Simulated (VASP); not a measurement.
# H2CO2 in VASP: further runs, part 2 of 2

VASP 6.6.1.

**3. Single point, PBEsol**

Input file INCAR:

```
SYSTEM = H2CO2
ALGO = Normal ; EDIFF = 1E-6
ENCUT = 520 ; GGA = PS
ISIF = 2 ; ISMEAR = -1
LASPH = .TRUE. ; LCHARG = .FALSE.
LREAL = Auto ; LWAVE = .FALSE.
NBANDS = 98 ; NELM = 100
PREC = Accurate ; SIGMA = 0.05
```

Input file KPOINTS:

```
k-points
0
G
  1 1 1
  0 0 0
```

Input file POSCAR:

```
H2CO2
1.0
    7.3876590000      0.0000000000      0.0000000000
    0.0000000000      7.3876590000      0.0000000000
    0.0000000000      0.0000000000      7.3876590000
O C H
16 8 16
Direct
    0.3981234109      0.0779543290      0.7973026367
    0.4253038750      0.2342826056      1.0585355929
    0.0249064013      0.7808833624      0.9903272471
    0.1046068856      0.5720756738      0.7886124684
    0.4603352699      0.1160178075      0.4227320184
    0.7274699604      0.2816859847      0.4251414420
    0.9942391764     -0.0552137017      0.4720439858
    1.0512396417      0.1248298006      0.7149896875
    0.0888914878      0.6097736780      0.3858461794
    0.3790104551      0.5338091539      0.4553675258
    0.7531885270      0.5007404917      0.7779595674
    0.8034750927      0.7948796770      0.7173991111
   -0.0920453962      0.1066372988      0.0862248785
    0.1056627005      0.2873711415      0.2199208166
    0.7088036955      0.8196913258      0.2974284547
    0.4868389296      0.7530667022      0.0816226087
    0.4805852571      0.1316113805      0.9453468277
    0.1284303999      0.6442500933      0.9430186206
    0.5921767640      0.2197583835      0.5047471736
    1.0847143865      0.0538194846      0.5665123417
    0.2432028874      0.6292791803      0.4679425512
    0.7132029240      0.6497998892      0.6963911031
   -0.0432613362      0.2647117307      0.1465416853
    0.5818081208      0.7125125835      0.2149801446
    0.2618150080      0.1043226278      0.8025546388
    0.6098007501      0.0655417366      0.9453468277
   -0.0555250317      0.7912926138      0.8760826671
    0.2377072358      0.5838520701      1.0233417650
    0.4764296782      0.1453505095      0.2865860484
    0.5645631451      0.2261338808      0.6442771655
    0.8800893490     -0.0703605838      0.5430543018
    1.2191142011      0.0643640969      0.5058706689
    0.1127556104      0.4985747176      0.3043318594
    0.2332403269      0.7438892347      0.5718997046
    0.9058349878      0.5212070563      0.7959219558
    0.5806169451      0.6484598166      0.6402434113
   -0.0139150981     -0.0001488970      0.1135677757
   -0.1450391795      0.3740427110      0.1160042714
    0.7143940997      0.9387818252      0.2389931641
    0.6165281857      0.5762177166      0.2556831603
```

Potentials or basis: VASP PAW PBE potentials, release 64 (O, C, H).

On the command line:

```bash
cat potpaw_PBE.64/O/POTCAR potpaw_PBE.64/C/POTCAR potpaw_PBE.64/H/POTCAR > POTCAR
mpirun -np 1 vasp_gam > vasp.out
```

Wall time 56 s (1 thread of AMD EPYC 7R43 (Zen 3), shared host); peak memory 0.34 GiB.

Results (log left out):

```yaml
Free_energy: -245.1924 eV
Pressure: 1.5 GPa
Largest_force: 4.030 eV/Å
Band_gap_on_the_k_mesh: 3.67 eV
```

Forces in eV/Å, atoms in the order of the input:
```
O   -1.523 -0.439  0.307
O   -0.561  1.066  1.601
O    0.667 -0.428  0.459
O   -0.366 -0.165  1.726
O    1.713  1.561 -1.023
O   -1.741 -0.617  0.753
O   -2.712 -0.566 -0.893
O   -0.584 -0.391 -0.050
O    0.214 -1.014 -1.325
O   -0.310  0.173 -0.260
O    2.963 -0.076 -0.027
O   -0.625 -0.960 -0.368
O   -1.431 -1.091 -0.344
O   -0.950  0.797 -0.044
O   -1.246 -0.480 -0.462
O    0.874  0.018  2.087
C    0.463 -1.067 -1.284
C   -0.021 -1.050 -2.147
C    0.981 -0.569 -3.061
C    3.452  1.656  1.258
C    0.605  1.121  2.238
C    0.526  1.725  1.953
C    1.340  0.416  0.431
C    1.206  0.844 -2.282
H    0.138  0.482 -0.478
H    1.402 -0.268  0.300
H   -0.774  0.553 -0.357
H    0.035  0.675  0.800
H   -0.545 -0.175  0.799
H   -0.021  0.420  1.554
H   -0.678 -0.942 -0.117
H    0.524  0.570 -0.074
H   -0.645 -0.250  0.251
H    0.320 -0.586 -0.911
H   -1.462 -0.543 -0.331
H   -1.179  0.072 -1.218
H    0.332  0.536 -0.023
H    0.383 -0.540  0.131
H   -0.131  0.402 -0.065
H   -0.634 -0.871  0.497
```

Stress tensor (GPa, compression positive):
```
1.64 0.19 0.25
0.19 1.11 0.40
0.25 0.40 1.63
```

Levels at points of the mesh, in eV from the valence-band top:
```csv
k point,band 68,band 69,band 70,band 71,band 72,band 73,band 74,band 75,band 76,band 77
"(0.00, 0.00, 0.00)",-0.65,-0.59,-0.24,-0.13,0.00,3.67,4.08,4.34,4.58,4.63
```

Caveat: the k points lie up to 0.85 Å⁻¹ apart; the PAW data sets were made with another functional, which shifts forces and pressure a little.

**4. Single point, PBEsol**

Input file INCAR:

```
SYSTEM = H2CO2
PREC     = Accurate       ! precision mode
ENCUT    = 520            ! plane-wave cutoff, eV
EDIFF    = 1E-6           ! SCF threshold, eV
ISMEAR   = -1             ! smearing method
SIGMA    = 0.05           ! smearing width, eV
LREAL    = Auto         
LASPH    = .TRUE.         ! aspherical terms in the spheres
NELM     = 80             ! most SCF steps
ALGO     = Normal         ! electronic algorithm
ISIF     = 2              ! what is computed and relaxed
LWAVE    = .FALSE.        ! write WAVECAR
LCHARG   = .FALSE.        ! write CHGCAR
GGA      = PS             ! functional
NBANDS   = 98             ! bands
```

Input file KPOINTS:

```
regular mesh
0
G
  1 1 1
  0 0 0
```

Input file POSCAR:

```
H2CO2
1.0
    7.3876590000      0.0000000000      0.0000000000
    0.0000000000      7.3876590000      0.0000000000
    0.0000000000      0.0000000000      7.3876590000
O C H
16 8 16
Direct
    0.3788209499      0.0879033534      0.8268925244
    0.3961471421      0.2402114120      1.0906567290
    0.0199657293      0.7737633803      0.9874846687
    0.1014935855      0.5178636426      0.8411460247
    0.4663588290      0.1374860426      0.4493033585
    0.7382852944      0.2789923032      0.3979068335
    1.0154637619     -0.0498669470      0.4765244308
    1.0363228731      0.1172766637      0.7252229698
    0.0774670298      0.5725359008      0.3921810685
    0.3764521346      0.5545735124      0.4758746986
    0.7739122772      0.5154812912      0.7835364356
    0.8022297727      0.7949202853      0.6962286700
   -0.1101025372      0.0994631723      0.0826919597
    0.0915987054      0.2693952171      0.2358392557
    0.7131623157      0.8186490470      0.2930021540
    0.5038537918      0.7744266485      0.0866174251
    0.4686328917      0.1482743045      0.9706593117
    0.1251140585      0.6282504377      0.9596274002
    0.6190594341      0.2201238579      0.4944191387
    1.1054652089      0.0612507968      0.5850703179
    0.2277446753      0.6240813226      0.4776073178
    0.7082893241      0.6605340068      0.7171283894
   -0.0438569241      0.2523126744      0.1464740048
    0.6046705729      0.7140015531      0.2033120370
    0.2445429601      0.1112395686      0.8314406499
    0.6046841090      0.1114832182      0.9800804287
   -0.0689392946      0.8033261958      0.8862347328
    0.2386818341      0.6231744048      1.0607149031
    0.4307183101      0.1559628023      0.3225920417
    0.6497457449      0.2266753243      0.6470655995
    0.9033308116     -0.1125796413      0.5255115321
    1.2537124412      0.0842756819      0.5544652237
    0.1015612659      0.4513473077      0.3121963263
    0.1923071977      0.7192806273      0.5736052517
    0.9172459097      0.5252002021      0.8018236900
    0.5653753104      0.6534546329      0.6881882339
   -0.0168930374      0.0112620250      0.1082345571
   -0.1196454790      0.3587740041      0.0894464674
    0.6871324191      0.9436142085      0.2559403459
    0.6479589813      0.5740384065      0.2025540161
```

On the command line:

```bash
cat potpaw_PBE.64/O/POTCAR potpaw_PBE.64/C/POTCAR potpaw_PBE.64/H/POTCAR > POTCAR
mpirun -np 1 vasp_gam > vasp.out
```

Run time: 56 s. Hardware: 1 thread of AMD EPYC 7R43 (Zen 3), shared host; peak memory 0.35 GiB.

Results (log left out):

* Free energy: -245.6516 eV
* Pressure: 4.2 GPa
* Largest force: 3.360 eV/Å
* Band gap on the k mesh: 3.89 eV

Forces on the atoms (eV/Å):
```
O    1.029 -0.280  0.489
O    0.635 -0.392 -0.175
O    0.452 -0.097  0.147
O   -0.014 -1.133 -1.033
O    0.370  0.010  0.585
O   -0.238  0.218 -1.081
O    0.793  0.195 -1.176
O    0.255  0.528  0.980
O    1.066 -0.753 -0.962
O    1.106 -0.450 -0.747
O    0.166 -1.687  0.663
O    0.784  2.049 -0.097
O   -0.022  0.071  0.145
O    0.952 -0.118  0.906
O    0.835  0.578  1.580
O   -1.040 -0.036  0.028
C   -3.241  0.854  0.235
C    0.426  2.019  1.911
C    1.017 -0.009  2.101
C   -0.751 -1.110 -0.042
C   -1.252 -2.090 -0.602
C   -0.467 -0.633  0.305
C   -0.788 -0.282 -0.856
C    0.343 -0.045 -2.407
H   -0.243  0.528  0.060
H    2.152 -0.725 -0.436
H    0.198 -0.432 -0.447
H   -0.324 -0.017 -0.430
H    0.072  0.541 -1.202
H   -0.921 -0.305 -0.964
H    0.354  0.707  0.484
H   -0.995 -0.083 -0.405
H   -0.192  0.829  0.907
H   -0.466  2.309  1.641
H   -0.369 -0.303 -0.483
H   -0.929  0.032 -0.464
H    0.513 -1.536  0.230
H   -1.025  1.677 -0.273
H    0.033  0.355  0.078
H   -0.276 -0.981  0.807
```

Stress tensor (GPa, compression positive):
```
 3.70 -0.73 -0.36
-0.73  5.43  0.58
-0.36  0.58  3.61
```

Levels at points of the mesh, in eV from the valence-band top:
```tsv
k point	band 70	band 71	band 72	band 73	band 74	band 75
(0.00, 0.00, 0.00)	-0.28	-0.20	0.00	3.89	4.33	4.56
```

Caveat: the k points lie up to 0.85 Å⁻¹ apart; the PAW data sets were made with another functional, which shifts forces and pressure a little.
